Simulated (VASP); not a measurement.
A run of VASP 6.6.1 is set up as follows.

POSCAR

```
Al
1.0
    4.5258813600      0.0000028735      0.0000000000
   -2.2629431686      3.9195267955      0.0000000000
    0.0000000000      0.0000000000      2.7281675229
Al
2
Direct
    0.3333333333      0.6666666667      0.5000000000
    0.6666666667      0.3333333333      0.5000000000
```

File INCAR.step1:

```
PREC = Accurate
ENCUT = 520
ISMEAR = -1
SIGMA = 0.05
LREAL = False
LASPH = True
NELM = 80
NBANDS = 10
GGA = PE
ALGO = Normal
EDIFF = 1E-4
LWAVE = True
LCHARG = False
```

INCAR.step2

```
PREC = Accurate
ENCUT = 520
EDIFF = 1E-6
ISMEAR = -1
SIGMA = 0.05
LREAL = False
LASPH = True
NELM = 80
ALGO = Normal
ISIF = 2
LWAVE = False
LCHARG = False
METAGGA = R2SCAN
LMIXTAU = True
NBANDS = 10
ISTART = 1
```

Contents of KPOINTS:

```
regular mesh
0
Gamma
  7 7 10
```

Potentials or basis: VASP PAW PBE potentials, release 64 (Al).

The run is started by

```bash
$ cat potpaw_PBE.64/Al/POTCAR > POTCAR
$ cp INCAR.step1 INCAR
$ mpirun -np 1 vasp_std > vasp.out
$ cp INCAR.step2 INCAR
$ mpirun -np 1 vasp_std > vasp.out
```

Question: What does it give for the pressure?

Answer: -0.2 GPa.

Question: What does it give for the band gap on the k mesh?

Answer: Zero (band 3 reaches 6.63 eV, above the bottom of band 4 at 2.94 eV).

Stress tensor (GPa, compression positive):
```
-0.15  0.00  0.00
 0.00 -0.15  0.00
 0.00  0.00 -0.23
```

Caveat: the PAW data sets were made with another functional, which shifts forces and pressure a little.
